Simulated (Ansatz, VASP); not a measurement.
Rb: VASP beside Ansatz

```
Rb
1.0
     8.10034    0.00000    0.00000
    -4.05017    7.01510    0.00000
     0.00000    0.00000    4.82719
Rb
3
Direct
  0.00000 0.00000 0.00000
  0.33333 0.66667 0.50000
  0.66667 0.33333 0.50000
```

Alike in both runs: task single point; functional r2SCAN; k mesh 5 × 5 × 7; occupations fermi-dirac, width 0.1 eV; no spin polarisation.

|  | VASP | Ansatz |
| --- | --- | --- |
| version | VASP 6.6.1 | Ansatz 0.2.0 |
| potentials or method | VASP PAW PBE potentials, release 64 (Rb_sv), cutoff 520 eV | plane waves (500 eV) with PAW, scalar-relativistic |
| valence electrons in the cell | 27 | 27 |

```csv
,VASP,Ansatz,Ansatz less VASP
pressure (GPa),0.1,0.1,-0.01
```

VASP's potentials were made for PBE, not for r2SCAN. With one functional, cell and mesh, what is left measures potentials, basis and numerics.
